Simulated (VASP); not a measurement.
# Lu (P6_3/mmc) in VASP: notebook, part 2 of 3

VASP 6.6.1. The steps go on from the part before.

## 4. Electric field gradients, PBE (28.21 Å³/atom)

This run uses another cell than the first one, of 28.21 Å³/atom.

INCAR

```
PREC = Accurate ; ENCUT = 520
EDIFF = 1E-8 ; ISMEAR = -1
SIGMA = 0.03 ; LREAL = False
LASPH = True ; NELM = 60
ALGO = Normal ; ISIF = 2
LWAVE = False ; LCHARG = False
GGA = PE ; LEFG = True
NBANDS = 32
```

KPOINTS

```
regular mesh
0
Gamma
  13 13 8
```

POSCAR

```
Lu
1.0
    3.4503975829      0.0000000000      0.0000000000
   -1.7251987915      2.9881319600      0.0000000000
    0.0000000000      0.0000000000      5.4722326170
Lu
2
Direct
    0.3333333333      0.6666666667      0.2500000000
    0.6666666667      0.3333333333      0.7500000000
```

Potentials or basis: VASP PAW PBE potentials, release 64 (Lu).

On the command line:

```console
$ cat potpaw_PBE.64/Lu/POTCAR > POTCAR
$ mpirun -np 1 vasp_std > vasp.out
```

OUTCAR:

```text
PREC = Accurate
   ENCUT = 520
   EDIFF = 1E-8
   ISMEAR = -1
   LREAL = False
   LASPH = True
   NELM = 60
   ISIF = 2
   GGA = PE

 ion  position               nearest neighbor table
   1  0.333  0.667  0.250-   2 3.38   2 3.38   2 3.38   2 3.38   2 3.38   2 3.38
   2  0.667  0.333  0.750-   1 3.38   1 3.38   1 3.38   1 3.38   1 3.38   1 3.38

  LATTYP: Found a hexagonal cell.
 ALAT       =     3.4503975829
 C/A-ratio  =     1.5859716121

  Lattice vectors:

 A1 = (   3.4503975829,   0.0000000000,   0.0000000000)
 A2 = (  -1.7251987915,   2.9881319600,   0.0000000000)
 A3 = (   0.0000000000,   0.0000000000,   5.4722326170)

Analysis of symmetry for initial positions (statically):
=====================================================================
 Subroutine PRICEL returns:
 Original cell was already a primitive cell.

 Routine SETGRP: Setting up the symmetry group for a
 hexagonal supercell.

 Subroutine GETGRP returns: Found 24 space group operations
 (whereof 12 operations were pure point group operations)
 out of a pool of 24 trial point group operations.

The static configuration has the point symmetry D_3d.
 The point group associated with its full space group is D_6h.

Analysis of symmetry for dynamics (positions and initial velocities):
=====================================================================
 Subroutine PRICEL returns:
 Original cell was already a primitive cell.

 Routine SETGRP: Setting up the symmetry group for a
 hexagonal supercell.

 Subroutine GETGRP returns: Found 24 space group operations
 (whereof 12 operations were pure point group operations)
 out of a pool of 24 trial point group operations.

The dynamic configuration has the point symmetry D_3d.
 The point group associated with its full space group is D_6h.

 Subroutine INISYM returns: Found 24 space group operations
 (whereof 12 operations are pure point group operations),
 and found     1 'primitive' translations

----------------------------------------------------------------------------------------

                                     Primitive cell

  volume of cell :      56.4200

  direct lattice vectors                    reciprocal lattice vectors
     3.450397583  0.000000000  0.000000000     0.289821673  0.167328621  0.000000000
    -1.725198791  2.988131960  0.000000000     0.000000000  0.334657242  0.000000000
     0.000000000  0.000000000  5.472232617     0.000000000  0.000000000  0.182740770

  length of vectors
     3.450397583  3.450397583  5.472232617     0.334657242  0.334657242  0.182740770

  position of ions in fractional coordinates (direct lattice)
     0.333333333  0.666666667  0.250000000
     0.666666667  0.333333333  0.750000000

  ion indices of the primitive-cell ions
   primitive index   ion index
                 1           1
                 2           2

----------------------------------------------------------------------------------------

 KPOINTS: regular mesh

[... 73 lines left out ...]
   ISIF   =      2    stress and relaxation
   ISYM   =      2    0-nonsym 1-usesym 2-fastsym
   POTIM  = 0.5000    time-step for ionic-motion
   TEBEG  =    0.0;   TEEND  =   0.0 temperature during run
   PSTRESS=    0.0 pullay stress
   NELECT =      50.0000    total number of electrons
   NUPDOWN=      -1.0000    fix difference up-down
   EMIN   =  10.00;   EMAX   =-10.00  energy-range for DOS
   EFERMI =   0.00;   METHOD = LEGACY
   ISMEAR =    -1;   SIGMA  =   0.03  broadening in eV -4-tet -1-fermi 0-gaus
   EFERMI_NEDOS =   21; number of points for ismear=-14 and -15
   IALGO  =     38    algorithm
   IMIX   =      4    mixing-type and parameters
     AMIX     =   0.40;   BMIX     =  1.00
     AMIX_MAG =   1.60;   BMIX_MAG =  1.00
  volume/ion in A,a.u.               =      28.21       190.37
  Fermi-wavevector in a.u.,A,eV,Ry     =   1.572487  2.971569 33.643327  2.472715
  Thomas-Fermi vector in A             =   2.673914
   LORBIT       =      0    0 simple, 1 ext, 2 COOP (PROOUT), +10 PAW based schemes
   GGA     = PE    functional components
   LHFCALC =     F    Hartree Fock is set to
   AEXX    =    0.0000 exact exchange contribution
   IVDW    =     0    specifies the selected vdW correction
   LEPSILON=     F    determine dielectric tensor
   LRPA    =     F    only Hartree local field effects (RPA)
 non-spin polarized calculation
  energy-cutoff  :      520.00
  volume of cell :       56.42
 maximum number of plane-waves:      1542
 NGX is ok and might be reduce to    28
   NGX = 13   NGY = 13   NGZ = 21

 number of electron      49.9999992 magnetization

 Free energy of the ion-electron system (eV)
  ---------------------------------------------------
  ext. energy  EPLUGINS =         0.00000000
  ---------------------------------------------------
  free energy    TOTEN  =        -9.03307914 eV

  energy without entropy =       -9.02274662  energy(sigma->0) =       -9.02791288

 E-fermi :   2.3481     XC(G=0): -10.8173

 val. band max:        2.3465265422   @ k =   0.3846   0.0000   0.1250
 cond. band min:       2.3546143613   @ k =   0.2308   0.1538   0.1250
 fundamental gap:      0.0080878191
 Fermi energy:         2.3480580585

 k-point     1 :       0.0000    0.0000    0.0000
  band No.  band energies     occupation
      1     -53.7702      2.00000
      2     -53.7313      2.00000
      3     -24.7430      2.00000
      4     -24.2682      2.00000
      5     -24.2682      2.00000
      6     -24.1816      2.00000
[... 829 lines left out ...]
     31       5.9676      0.00000
     32       5.9761      0.00000

 [... further k-points ...]

------------------------ aborting loop because EDIFF is reached ----------------------------------------

  FORCE on cell =-STRESS in cart. coord.  units (eV):
  Direction    XX          YY          ZZ          XY          YZ          ZX
  --------------------------------------------------------------------------------------
  -------------------------------------------------------------------------------------
  Total        0.7562014      0.7562014      0.2439097     -0.0000000      0.0000000      0.0000000
  in kB       21.4740824     21.4740824      6.9263770     -0.0000000      0.0000000      0.0000000
  external PRESSURE =      16.6248473 kB  Pullay stress =       0.0000000 kB

 VOLUME and BASIS-vectors are now :
 -----------------------------------------------------------------------------
  energy-cutoff  :      520.00
  volume of cell :       56.42
      direct lattice vectors                 reciprocal lattice vectors
     3.450397583  0.000000000  0.000000000     0.289821673  0.167328621  0.000000000
    -1.725198791  2.988131960  0.000000000     0.000000000  0.334657242  0.000000000
     0.000000000  0.000000000  5.472232617     0.000000000  0.000000000  0.182740770

 POSITION                                       TOTAL-FORCE (eV/Angst)
 -----------------------------------------------------------------------------------
     -0.00000      1.99209      1.36806         0.000000     -0.000000      0.000000
      1.72520      0.99604      4.10417        -0.000000      0.000000      0.000000
 -----------------------------------------------------------------------------------
    total drift:                               -0.000000      0.000000     -0.000000

  FREE ENERGIE OF THE ION-ELECTRON SYSTEM (eV)
  ---------------------------------------------------
  free  energy   TOTEN  =        -9.0330791356 eV

  energy  without entropy=       -9.0227466199  energy(sigma->0) =       -9.02791288

 Electric field gradients (V/A^2)
---------------------------------------------------------------------
 ion       V_xx      V_yy      V_zz      V_xy      V_xz      V_yz
---------------------------------------------------------------------
   1     -32.836   -32.839    65.675    -0.002     0.000    -0.000
   2     -32.836   -32.839    65.675    -0.002    -0.000     0.000
---------------------------------------------------------------------

 Electric field gradients after diagonalization (V/A^2)
 (convention: |V_zz| > |V_xx| > |V_yy|)
----------------------------------------------------------------------
 ion       V_xx      V_yy      V_zz     asymmetry (V_yy - V_xx)/ V_zz
----------------------------------------------------------------------
   1     -32.840   -32.835    65.675       0.000
   2     -32.840   -32.835    65.675       0.000
----------------------------------------------------------------------

           NMR quadrupolar parameters

 Cq : quadrupolar parameter    Cq=e*Q*V_zz/h
 eta: asymmetry parameters     (V_yy - V_xx)/ V_zz
 Q  : nuclear electric quadrupole moment in mb (millibarn)
----------------------------------------------------------------------
 ion       Cq(MHz)       eta       Q (mb)
----------------------------------------------------------------------
   1       0.159       0.000       1.000
   2       0.159       0.000       1.000
----------------------------------------------------------------------
```

It took 2.3 min on 1 thread of Intel Xeon 6975P-C (Granite Rapids), shared host; peak memory 0.29 GiB.

Results:

```yaml
Free_energy: -9.0331 eV
Pressure: 1.7 GPa
Band_gap_on_the_k_mesh: zero (bands 25 and 26 overlap by 1.77 eV)
Largest_electric_field_gradient_by_atom: Lu +65.7 V/Å²
```

Electric field gradients, principal values (V/Å²):
| atom | least | middle | greatest (by size) |
| --- | --- | --- | --- |
| 1 Lu | -32.835 | -32.840 | 65.675 |
| 2 Lu | -32.835 | -32.840 | 65.675 |

Caveat: without QUAD_EFG the Cq values of the log hold for a quadrupole moment of 1 mb, not for the nuclei; spin-orbit coupling is left out, which moves the levels of the heavy elements.

## 5. Electric field gradients, PBE (28.95 Å³/atom)

This run uses another cell than the first one, of 28.95 Å³/atom.

INCAR

```
SYSTEM = Lu
PREC     = Accurate       ! precision mode
ENCUT    = 520            ! plane-wave cutoff, eV
EDIFF    = 1E-8           ! SCF threshold, eV
ISMEAR   = -1             ! smearing method
SIGMA    = 0.03           ! smearing width, eV
LREAL    = .False.        ! projectors in reciprocal space
LASPH    = .True.         ! aspherical terms in the spheres
NELM     = 100            ! most SCF steps
ALGO     = Normal         ! electronic algorithm
ISIF     = 2              ! what is computed and relaxed
LWAVE    = .False.        ! write WAVECAR
LCHARG   = .False.        ! write CHGCAR
GGA      = PE             ! functional
LEFG     = .True.       
NBANDS   = 32             ! bands
```

KPOINTS

```
Automatic mesh
0
Gamma
  13 13 8
  0 0 0
```

POSCAR

```
Lu
1.0
    3.4804025462      0.0000000000      0.0000000000
   -1.7402012731      3.0141170205      0.0000000000
    0.0000000000      0.0000000000      5.5198196370
Lu
2
Direct
    0.3333333333      0.6666666667      0.2500000000
    0.6666666667      0.3333333333      0.7500000000
```

Potentials or basis: VASP PAW PBE potentials, release 64 (Lu).

On the command line:

```console
$ cat potpaw_PBE.64/Lu/POTCAR > POTCAR
$ mpirun -np 1 vasp_std > vasp.out
```

OUTCAR:

```text
SYSTEM = Lu
   PREC = Accurate
   ENCUT = 520
   EDIFF = 1E-8
   ISMEAR = -1
   LREAL = .False.
   LASPH = .True.
   NELM = 100
   ISIF = 2
   GGA = PE

 ion  position               nearest neighbor table
   1  0.333  0.667  0.250-   2 3.41   2 3.41   2 3.41   2 3.41   2 3.41   2 3.41
   2  0.667  0.333  0.750-   1 3.41   1 3.41   1 3.41   1 3.41   1 3.41   1 3.41

  LATTYP: Found a hexagonal cell.
 ALAT       =     3.4804025462
 C/A-ratio  =     1.5859716121

  Lattice vectors:

 A1 = (   3.4804025462,   0.0000000000,   0.0000000000)
 A2 = (  -1.7402012731,   3.0141170205,   0.0000000000)
[... 1055 lines left out ...]
  free  energy   TOTEN  =        -9.0430701920 eV

  energy  without entropy=       -9.0324388948  energy(sigma->0) =       -9.03775454

 Electric field gradients (V/A^2)
---------------------------------------------------------------------
 ion       V_xx      V_yy      V_zz      V_xy      V_xz      V_yz
---------------------------------------------------------------------
   1     -29.662   -29.664    59.327    -0.001     0.000    -0.000
   2     -29.662   -29.664    59.327    -0.001    -0.000     0.000
---------------------------------------------------------------------

 Electric field gradients after diagonalization (V/A^2)
 (convention: |V_zz| > |V_xx| > |V_yy|)
----------------------------------------------------------------------
 ion       V_xx      V_yy      V_zz     asymmetry (V_yy - V_xx)/ V_zz
----------------------------------------------------------------------
   1     -29.665   -29.662    59.327       0.000
   2     -29.665   -29.662    59.327       0.000
----------------------------------------------------------------------

           NMR quadrupolar parameters

 Cq : quadrupolar parameter    Cq=e*Q*V_zz/h
 eta: asymmetry parameters     (V_yy - V_xx)/ V_zz
 Q  : nuclear electric quadrupole moment in mb (millibarn)
----------------------------------------------------------------------
 ion       Cq(MHz)       eta       Q (mb)
----------------------------------------------------------------------
   1       0.143       0.000       1.000
   2       0.143       0.000       1.000
----------------------------------------------------------------------
```

stdout:

```text
POSCAR found type information on POSCAR Lu
 POSCAR found :  1 types and       2 ions
 scaLAPACK will be used
 LDA part: xc-table for (Slater+PW92), standard interpolation
 POSCAR, INCAR and KPOINTS ok, starting setup
 FFT: planning ... GRIDC
 FFT: planning ... GRID_SOFT
 FFT: planning ... GRID
 WAVECAR not read
 entering main loop
ion   1

ion   2
```

It took 2 min on 1 thread of Intel Xeon 6975P-C (Granite Rapids), shared host; peak memory 0.29 GiB.

What came out:

| Property | Result |
| --- | --- |
| Free energy | -9.0431 eV |
| Pressure | 0.4 GPa |
| Band gap on the k mesh | zero (bands 25 and 26 overlap by 1.75 eV) |
| Largest electric field gradient by atom | Lu +59.3 V/Å² |

Levels at points of the mesh, in eV from the Fermi level:
| k point | band 23 | band 24 | band 25 | band 26 | band 27 | band 28 |
| --- | --- | --- | --- | --- | --- | --- |
| (0.00, 0.00, 0.00) | -4.85 | -2.45 | 0.58 | 2.22 | 2.22 | 2.50 |
| (0.00, 0.00, 0.50) | -4.40 | -4.40 | 1.15 | 1.15 | 2.15 | 2.15 |

Electric field gradients, principal values (V/Å²):
```
atom    least   middle  greatest (by size)
1 Lu  -29.662  -29.665              59.327
2 Lu  -29.662  -29.665              59.327
```

Caveat: without QUAD_EFG the Cq values of the log hold for a quadrupole moment of 1 mb, not for the nuclei; spin-orbit coupling is left out, which moves the levels of the heavy elements.

(Continued in part 3 of 3.)
